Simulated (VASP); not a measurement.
A run of VASP 6.6.1 is set up as follows.

INCAR

```
SYSTEM = C
PREC = Accurate
ENCUT = 520
EDIFF = 1E-6
ISMEAR = 0
SIGMA = 0.15
LREAL = .FALSE.
LASPH = .TRUE.
NELM = 80
ALGO = Normal
ISIF = 2
LWAVE = .FALSE.
LCHARG = .FALSE.
GGA = PE
NBANDS = 16
```

Contents of KPOINTS:

```
Automatic mesh
0
G
  18 18 6
  0 0 0
```

File POSCAR:

```
C
1.0
    1.1469476963     -2.2855675599      0.0000000000
    1.1469476963      2.2855675599      0.0000000000
    0.0000000000      0.0000000000      8.7070207245
C
4
Direct
    0.0833329406      0.9166670594      0.7503043452
    0.5833329406      0.4166670594      0.2496956548
    0.9166670594      0.0833329406      0.2496956548
    0.4166670594      0.5833329406      0.7503043452
```

Potentials or basis: VASP PAW PBE potentials, release 64 (C).

Run with:

```console
$ cat potpaw_PBE.64/C/POTCAR > POTCAR
$ mpirun -np 1 vasp_std > vasp.out
```

(1) Predict the pressure.

(2) What does it give for the largest force?

## Answers

(1) 5.3 GPa.

(2) 1.112 eV/Å.

Caveat: the cell differs from its parent crystal (normal strain along x -0.0700, normal strain along y +0.0700); the stress differs along the axes, from -41 to 57 GPa; this functional lacks dispersion, which binds layers or chains, so the pressure and a relaxed spacing across them are unreliable; forces of over 1 eV/Å act on the atoms, so gaps and moduli don't describe the material at rest.
